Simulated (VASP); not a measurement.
# Ni (Fm-3m) in VASP: further runs

Aim: see how the results for Ni move with the level of theory and the settings. Levels: PBE, LDA. Tasks: single point.

All numbers are computed with VASP 6.6.1; they aren't measurements. Logs are shortened: lines on timing, memory, paths and dates and some standing lists are left out, and cuts for length are marked.

## 1. The cell of the first run

Symmetry: Fm-3m, No. 225, cubic system. Conventional cell: a = 3.536 Å, b = 3.536 Å, c = 3.536 Å, α = 90.00°, β = 90.00°, γ = 90.00°. Within 3.3 Å of Ni (site symmetry m-3m) lie 12 Ni at 2.50 Å.

## 2. Single point, PBE, collinear spin, ferromagnetic start

File INCAR:

```
SYSTEM = Ni
PREC = Accurate
ENCUT = 600
EDIFF = 1E-6
ISMEAR = -5
SIGMA = 0.1
LREAL = .FALSE.
LASPH = .TRUE.
NELM = 200
ALGO = Normal
ISIF = 2
LWAVE = .FALSE.
LCHARG = .FALSE.
ISPIN = 2
MAGMOM = 0.81
LORBIT = 11
LMAXMIX = 4
GGA = PE
NBANDS = 15
GGA_COMPAT = .FALSE.
```

File KPOINTS:

```
regular mesh
0
G
  4 4 4
  0 0 0
```

File POSCAR:

```
Ni
1.0
    0.0000000000      1.7679500000      1.7679500000
    1.7679500000      0.0000000000      1.7679500000
    1.7679500000      1.7679500000      0.0000000000
Ni
1
Direct
    0.0000000000      0.0000000000      0.0000000000
```

Potentials or basis: VASP PAW PBE potentials, release 64 (Ni).

The run is started by

```
> cat potpaw_PBE.64/Ni/POTCAR > POTCAR
> mpirun -np 1 vasp_std > vasp.out
```

OUTCAR:

```text
SYSTEM = Ni
   PREC = Accurate
   ENCUT = 600
   EDIFF = 1E-6
   ISMEAR = -5
   LREAL = .FALSE.
   LASPH = .TRUE.
   NELM = 200
   ISIF = 2
   ISPIN = 2
   LORBIT = 11
   GGA = PE

 ion  position               nearest neighbor table
   1  0.000  0.000  0.000-

  LATTYP: Found a face centered cubic cell.
 ALAT       =     3.5359000000

  Lattice vectors:

 A1 = (   0.0000000000,   1.7679500000,   1.7679500000)
 A2 = (   1.7679500000,   0.0000000000,   1.7679500000)
 A3 = (   1.7679500000,   1.7679500000,   0.0000000000)

Analysis of symmetry for initial positions (statically):
=====================================================================
 Subroutine PRICEL returns:
 Original cell was already a primitive cell.

 Routine SETGRP: Setting up the symmetry group for a
 face centered cubic supercell.

 Subroutine GETGRP returns: Found 48 space group operations
 (whereof 48 operations were pure point group operations)
 out of a pool of 48 trial point group operations.

The static configuration has the point symmetry O_h .

Analysis of symmetry for dynamics (positions and initial velocities):
=====================================================================
 Subroutine PRICEL returns:
 Original cell was already a primitive cell.

 Routine SETGRP: Setting up the symmetry group for a
 face centered cubic supercell.

 Subroutine GETGRP returns: Found 48 space group operations
 (whereof 48 operations were pure point group operations)
 out of a pool of 48 trial point group operations.

The dynamic configuration has the point symmetry O_h .

Analysis of structural, dynamic, and magnetic symmetry:
=====================================================================
 Subroutine PRICEL returns:
 Original cell was already a primitive cell.

 Routine SETGRP: Setting up the symmetry group for a
 face centered cubic supercell.

 Subroutine GETGRP returns: Found 48 space group operations
 (whereof 48 operations were pure point group operations)
 out of a pool of 48 trial point group operations.

The overall configuration has the point symmetry O_h .

 Subroutine INISYM returns: Found 48 space group operations
 (whereof 48 operations are pure point group operations),
 and found     1 'primitive' translations

----------------------------------------------------------------------------------------

                                     Primitive cell

  volume of cell :      11.0520

  direct lattice vectors                    reciprocal lattice vectors
     0.000000000  1.767950000  1.767950000    -0.282813428  0.282813428  0.282813428
     1.767950000  0.000000000  1.767950000     0.282813428 -0.282813428  0.282813428
     1.767950000  1.767950000  0.000000000     0.282813428  0.282813428 -0.282813428

  length of vectors
     2.500258868  2.500258868  2.500258868     0.489847226  0.489847226  0.489847226

  position of ions in fractional coordinates (direct lattice)
     0.000000000  0.000000000  0.000000000

  ion indices of the primitive-cell ions
   primitive index   ion index
                 1           1

----------------------------------------------------------------------------------------

 KPOINTS: regular mesh

Automatic generation of k-mesh.
 Grid dimensions read from file:
 generate k-points for:    4    4    4

 Generating k-lattice:

  Cartesian coordinates                     Fractional coordinates (reciprocal lattice)
    -0.070703357  0.070703357  0.070703357     0.250000000  0.000000000  0.000000000
     0.070703357 -0.070703357  0.070703357     0.000000000  0.250000000  0.000000000
     0.070703357  0.070703357 -0.070703357     0.000000000  0.000000000  0.250000000

  Length of vectors
     0.122461807  0.122461807  0.122461807

  Shift w.r.t. Gamma in fractional coordinates (k-lattice)
     0.000000000  0.000000000  0.000000000

 TETIRR: Found      9 inequivalent tetrahedra from      384

 Subroutine IBZKPT returns following result:
 ===========================================

 Found      8 irreducible k-points:

 Following reciprocal coordinates:
            Coordinates               Weight
  0.000000  0.000000  0.000000      1.000000
  0.250000  0.000000  0.000000      8.000000
  0.500000  0.000000  0.000000      4.000000
  0.250000  0.250000  0.000000      6.000000
  0.500000  0.250000  0.000000     24.000000
 -0.250000  0.250000  0.000000     12.000000
  0.500000  0.500000  0.000000      3.000000
 -0.250000  0.500000  0.250000      6.000000
   k-points           NKPTS =      8   k-points in BZ     NKDIM =      8   number of bands    NBANDS=     15
   number of dos      NEDOS =    301   number of ions     NIONS =      1
   total plane-waves  NPLWV =   8000
   dimension x,y,z NGX =    20 NGY =   20 NGZ =   20
   dimension x,y,z NGXF=    40 NGYF=   40 NGZF=   40
   ions per type =               1
   NGX,Y,Z   is equivalent  to a cutoff of  13.30, 13.30, 13.30 a.u.
   NGXF,Y,Z  is equivalent  to a cutoff of  26.60, 26.60, 26.60 a.u.
 SYSTEM =  Ni
   PREC   = accura    normal or accurate (medium, high low for compatibility)
   ISTART =      0    job   : 0-new  1-cont  2-samecut
   ICHARG =      2    charge: 1-file 2-atom 10-const
   ISPIN  =      2    spin polarized calculation?
   LNONCOLLINEAR =      F non collinear calculations
   LSORBIT =      F    spin-orbit coupling
   LASPH  =      T    aspherical Exc in radial PAW
   ENCUT  =  600.0 eV  44.10 Ry    6.64 a.u.   4.99  4.99  4.99*2*pi/ulx,y,z
   NELM   =    200;   NELMIN=  2; NELMDL= -5     # of ELM steps
   EDIFF  = 0.1E-05   stopping-criterion for ELM
   LREAL  =      F    real-space projection
   EDIFFG = 0.1E-04   stopping-criterion for IOM
   NSW    =      0    number of steps for IOM
   IBRION =     -1    ionic relax: 0-MD 1-quasi-New 2-CG
   NFREE  =      0    steps in history (QN), initial steepest desc. (CG)
   ISIF   =      2    stress and relaxation
   ISYM   =      2    0-nonsym 1-usesym 2-fastsym
   POTIM  = 0.5000    time-step for ionic-motion
   TEBEG  =    0.0;   TEEND  =   0.0 temperature during run
   PSTRESS=    0.0 pullay stress
   NELECT =      10.0000    total number of electrons
   NUPDOWN=      -1.0000    fix difference up-down
   EMIN   =  10.00;   EMAX   =-10.00  energy-range for DOS
   EFERMI =   0.00;   METHOD = LEGACY
   ISMEAR =    -5;   SIGMA  =   0.10  broadening in eV -4-tet -1-fermi 0-gaus
   EFERMI_NEDOS =   21; number of points for ismear=-14 and -15
   IALGO  =     38    algorithm
   IMIX   =      4    mixing-type and parameters
     AMIX     =   0.40;   BMIX     =  1.00
     AMIX_MAG =   1.60;   BMIX_MAG =  1.00
  volume/ion in A,a.u.               =      11.05        74.58
  Fermi-wavevector in a.u.,A,eV,Ry     =   1.583415  2.992221 34.112584  2.507204
  Thomas-Fermi vector in A             =   2.683189
   LORBIT       =     11    0 simple, 1 ext, 2 COOP (PROOUT), +10 PAW based schemes
   GGA     = PE    functional components
   LHFCALC =     F    Hartree Fock is set to
   AEXX    =    0.0000 exact exchange contribution
   IVDW    =     0    specifies the selected vdW correction
   LEPSILON=     F    determine dielectric tensor
   LRPA    =     F    only Hartree local field effects (RPA)
 spin polarized calculation
 Fermi weights with tetrahedron method with Bloechl corrections
  energy-cutoff  :      600.00
  volume of cell :       11.05
 maximum number of plane-waves:       380
   NGX =  9   NGY =  9   NGZ =  9

 number of electron      10.0000010 magnetization       0.3765344

 Free energy of the ion-electron system (eV)
  ---------------------------------------------------
  ext. energy  EPLUGINS =         0.00000000
  ---------------------------------------------------
  free energy    TOTEN  =        -5.53223299 eV

  energy without entropy =       -5.53223299  energy(sigma->0) =       -5.53223299

 E-fermi :   9.2527     XC(G=0): -13.1481

 val. band max:        9.5100832402   @ k =   0.5000   0.5000   0.0000
 cond. band min:       8.8933613375   @ k =   0.2500   0.2500   0.0000
 fundamental gap:     -0.6167219027
 Fermi energy:         9.2527046948

 spin component 1

 k-point     1 :       0.0000    0.0000    0.0000
  band No.  band energies     occupation
      1       0.3173      1.00000
      2       7.0050      1.00000
      3       7.0050      1.00000
      4       7.0050      1.00000
      5       8.0757      1.00000
      6       8.0757      1.00000
      7      32.7980      0.00000
      8      36.5397      0.00000
      9      36.5397      0.00000
     10      36.5397      0.00000
     11      39.4806      0.00000
     12      39.4806      0.00000
     13      39.4806      0.00000
     14      42.4557      0.00000
     15      48.5864      0.00000
[... 109 lines left out ...]
 k-point     8 :      -0.2500    0.5000    0.2500
  band No.  band energies     occupation
      1       5.6005      1.00000
      2       6.3543      1.00000
      3       6.3543      1.00000
      4       8.0084      1.00000
      5       8.9462      1.00000
      6      16.9129      0.00000
      7      16.9129      0.00000
      8      19.1231      0.00000
      9      20.1662      0.00000
     10      39.4741      0.00000
     11      39.4741      0.00000
     12      41.4222      0.00000
     13      46.2966      0.00000
     14      55.9289      0.00000
     15      58.5733      0.00000
 Fermi energy:         9.2527046948

 spin component 2

 k-point     1 :       0.0000    0.0000    0.0000
  band No.  band energies     occupation
      1       0.1628      1.00000
      2       7.4846      1.00000
      3       7.4846      1.00000
      4       7.4846      1.00000
      5       8.5388      1.00000
      6       8.5388      1.00000
      7      32.5486      0.00000
      8      36.4119      0.00000
      9      36.4119      0.00000
     10      36.4119      0.00000
     11      39.4289      0.00000
     12      39.4289      0.00000
     13      39.4289      0.00000
     14      42.1186      0.00000
     15      48.6286      0.00000
[... 109 lines left out ...]
 k-point     8 :      -0.2500    0.5000    0.2500
  band No.  band energies     occupation
      1       5.8578      1.00000
      2       6.7183      1.00000
      3       6.7183      1.00000
      4       8.4459      1.00217
      5       9.5112      0.06698
      6      16.9351      0.00000
      7      16.9351      0.00000
      8      19.1289      0.00000
      9      20.1897      0.00000
     10      39.3409      0.00000
     11      39.3409      0.00000
     12      41.3543      0.00000
     13      46.3186      0.00000
     14      57.0046      0.00000
     15      58.4251      0.00000

------------------------ aborting loop because EDIFF is reached ----------------------------------------

  FORCE on cell =-STRESS in cart. coord.  units (eV):
  Direction    XX          YY          ZZ          XY          YZ          ZX
  --------------------------------------------------------------------------------------
  -------------------------------------------------------------------------------------
  Total       -0.3457670     -0.3457670     -0.3457670      0.0000000      0.0000000     -0.0000000
  in kB      -50.1249713    -50.1249713    -50.1249713      0.0000000      0.0000000     -0.0000000
  external PRESSURE =     -50.1249713 kB  Pullay stress =       0.0000000 kB

 VOLUME and BASIS-vectors are now :
 -----------------------------------------------------------------------------
  energy-cutoff  :      600.00
  volume of cell :       11.05
      direct lattice vectors                 reciprocal lattice vectors
     0.000000000  1.767950000  1.767950000    -0.282813428  0.282813428  0.282813428
     1.767950000  0.000000000  1.767950000     0.282813428 -0.282813428  0.282813428
     1.767950000  1.767950000  0.000000000     0.282813428  0.282813428 -0.282813428

 POSITION                                       TOTAL-FORCE (eV/Angst)
 -----------------------------------------------------------------------------------
      0.00000      0.00000      0.00000         0.000000      0.000000     -0.000000
 -----------------------------------------------------------------------------------
    total drift:                               -0.000000     -0.000000     -0.000000

  FREE ENERGIE OF THE ION-ELECTRON SYSTEM (eV)
  ---------------------------------------------------
  free  energy   TOTEN  =        -5.5322329950 eV

  energy  without entropy=       -5.5322329950  energy(sigma->0) =       -5.53223299

 total charge

# of ion       s       p       d       tot
------------------------------------------
    1        0.483   0.463   8.345   9.290

 magnetization (x)

# of ion       s       p       d       tot
------------------------------------------
    1       -0.009  -0.054   0.473   0.409
```

Run time: 8.3 s. Hardware: 1 thread of AMD EPYC 7R13 (Zen 3), shared host; peak memory 0.1 GiB.

Results:

* Free energy: -5.5322 eV
* Pressure: -5.0 GPa
* Net moment: 0.38 μB per cell
* Site moments: Ni +0.41 μB
* Valence electrons inside the program's atomic spheres: Ni 9.29

Caveat: the k points lie up to 0.77 Å⁻¹ apart; tetrahedron occupations give inexact forces and stress in metals.

## 3. Single point, PBE, collinear spin, ferromagnetic start

File INCAR:

```
PREC = Accurate
ENCUT = 600
EDIFF = 1E-6
ISMEAR = 0
SIGMA = 0.1
LREAL = False
LASPH = True
NELM = 200
ALGO = Normal
ISIF = 2
LWAVE = False
LCHARG = False
ISPIN = 2
MAGMOM = 0.81
LORBIT = 11
LMAXMIX = 4
GGA = PE
NBANDS = 15
GGA_COMPAT = False
```

File KPOINTS:

```
Automatic mesh
0
Gamma
  4 4 4
```

POSCAR is that of step 2.

Potentials or basis: VASP PAW PBE potentials, release 64 (Ni).

The run is started by

```
> cat potpaw_PBE.64/Ni/POTCAR > POTCAR
> mpirun -np 1 vasp_std > vasp.out
```

Wall time 5.3 s (1 thread of AMD EPYC 7R13 (Zen 3), shared host); peak memory 0.1 GiB.

It converged, with:

* Free energy: -5.5419 eV
* Pressure: -7.1 GPa
* Net moment: 0.59 μB per cell
* Site moments: Ni +0.61 μB
* Valence electrons inside the program's atomic spheres: Ni 9.28

Levels at points of the mesh, in eV from the Fermi level:
Spin up:
| k point | band 1 | band 2 | band 3 | band 4 | band 5 | band 6 | band 7 | band 8 | band 9 | band 10 |
| --- | --- | --- | --- | --- | --- | --- | --- | --- | --- | --- |
| (0.00, 0.00, 0.00) | -8.95 | -2.49 | -2.49 | -2.49 | -1.34 | -1.34 | 23.54 | 27.28 | 27.28 | 27.28 |
| (0.50, 0.00, 0.00) | -4.83 | -2.47 | -2.47 | -0.71 | -0.71 | -0.31 | 5.47 | 22.04 | 24.35 | 24.35 |
| (0.50, 0.50, 0.00) | -4.63 | -4.20 | -0.65 | -0.59 | -0.59 | 2.39 | 9.01 | 14.63 | 14.63 | 19.46 |
Spin down:
| k point | band 1 | band 2 | band 3 | band 4 | band 5 | band 6 | band 7 | band 8 |
| --- | --- | --- | --- | --- | --- | --- | --- | --- |
| (0.00, 0.00, 0.00) | -9.01 | -1.77 | -1.77 | -1.77 | -0.78 | -0.78 | 23.36 | 27.24 |
| (0.50, 0.00, 0.00) | -4.42 | -1.88 | -1.88 | -0.39 | 0.02 | 0.02 | 5.87 | 21.88 |
| (0.50, 0.50, 0.00) | -4.31 | -3.61 | -0.07 | 0.25 | 0.25 | 2.32 | 9.23 | 14.61 |

Caveat: the k points lie up to 0.77 Å⁻¹ apart.

## 4. Single point, PBE, collinear spin, ferromagnetic start

File INCAR:

```
SYSTEM = Ni
PREC     = Accurate       ! precision mode
ENCUT    = 600            ! plane-wave cutoff, eV
EDIFF    = 1E-6           ! SCF threshold, eV
ISMEAR   = -5             ! smearing method
SIGMA    = 0.1            ! smearing width, eV
LREAL    = .FALSE.        ! projectors in reciprocal space
LASPH    = .TRUE.         ! aspherical terms in the spheres
NELM     = 200            ! most SCF steps
ALGO     = Normal         ! electronic algorithm
ISIF     = 2              ! what is computed and relaxed
LWAVE    = .FALSE.        ! write WAVECAR
LCHARG   = .FALSE.        ! write CHGCAR
ISPIN    = 2              ! spin polarisation
MAGMOM   = 0.81           ! initial moments
LORBIT   = 11             ! projections on sites
LMAXMIX  = 4              ! l up to which the mixer works
GGA      = PE             ! functional
NBANDS   = 15             ! bands
NELECT   = 11.0         
GGA_COMPAT= .FALSE.
```

File KPOINTS:

```
Automatic mesh
0
G
  4 4 4
  0 0 0
```

POSCAR is that of step 3.

The run is started by

```
> cat potpaw_PBE.64/Ni/POTCAR > POTCAR
> mpirun -np 1 vasp_std > vasp.out
```

It took 7.7 s on 1 thread of AMD EPYC 7R13 (Zen 3), shared host; peak memory 0.1 GiB.

Results (log left out):

| Quantity | Value |
| --- | --- |
| Free energy | 4.6971 eV |
| Net moment | 0.00 μB per cell |
| Valence electrons inside the program's atomic spheres | Ni 10.17 |

Levels at points of the mesh, in eV from the Fermi level:
Spin up:
```tsv
k point	band 3	band 4	band 5	band 6	band 7	band 8	band 9	band 10
(0.00, 0.00, 0.00)	-3.25	-3.25	-1.98	-1.98	20.05	24.08	24.08	24.08
(0.50, 0.00, 0.00)	-3.34	-3.34	-1.13	-1.13	3.93	18.44	21.52	21.52
(0.50, 0.50, 0.00)	-1.15	-0.92	-0.92	-0.74	7.08	11.58	11.58	17.23
```
Spin down:
```
           k point  band 4  band 5  band 6  band 7  band 8  band 9
(0.00, 0.00, 0.00)   -3.25   -1.98   -1.98   20.05   24.08   24.08
(0.50, 0.00, 0.00)   -3.34   -1.13   -1.13    3.93   18.44   21.52
(0.50, 0.50, 0.00)   -0.92   -0.92   -0.74    7.08   11.58   11.58
```

Caveat: the k points lie up to 0.77 Å⁻¹ apart; the cell carries a net charge on a neutralising background, which shifts energy and pressure; the cell is charged against a uniform background, so pressure and absolute levels hang on convention; tetrahedron occupations give inexact forces and stress in metals.

[end of part 1 of 2]
